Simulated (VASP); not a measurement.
Be2ZnSO3, 7 atoms in the cell. It takes space group Cm (No. 8, monoclinic). The conventional cell has a = 5.211 Å, b = 6.515 Å, c = 5.512 Å, α = 90.00°, β = 100.53°, γ = 90.00°. Be (site symmetry 1) has 3 O at 1.54 to 1.65 Å within 2.1 Å. Within 2.8 Å of Zn (site symmetry m) lie 4 O at 1.94 to 2.79 Å and 1 S at 2.25 Å and 2 Be at 2.69 Å. Within 2.3 Å of S (site symmetry m) lie 1 O at 1.71 Å and 1 Zn at 2.25 Å. Within 2.1 Å of O (site symmetry 1) lie 2 Be at 1.54 Å and 1 Zn at 1.94 Å. Within 2.2 Å of O (site symmetry m) lie 2 Be at 1.65 Å and 1 S at 1.71 Å. 

```yaml
Program: VASP 6.6.1
Task: single point
Functional: PBE
Potentials_or_basis: VASP PAW PBE potentials, release 64 (Be, Zn, S, O_h)
Cutoff: 1340 eV
k_mesh: 6 × 6 × 4
Occupations: gaussian, width 0.02 eV
Spin: no spin polarisation
Dipole_correction: no
Further_INCAR_settings: ALGO = Normal; EDIFF = 1e-06; NBANDS = 29
```

Potentials or basis: VASP PAW PBE potentials, release 64 (Be, Zn, S, O_h).

The run is started by

```console
$ cat potpaw_PBE.64/Be/POTCAR potpaw_PBE.64/Zn/POTCAR potpaw_PBE.64/S/POTCAR potpaw_PBE.64/O_h/POTCAR > POTCAR
$ mpirun -np 1 vasp_std > vasp.out
```

Hardware: 1 thread of Intel(R) Xeon(R) Platinum 8488C (Sapphire Rapids), on a shared host.

How long does it take, and how much memory?

Run time: 6.3 min on 1 thread of Intel(R) Xeon(R) Platinum 8488C (Sapphire Rapids), with other jobs on the host, peak memory 0.79 GiB. Counts: scf iterations 16, k points 47.
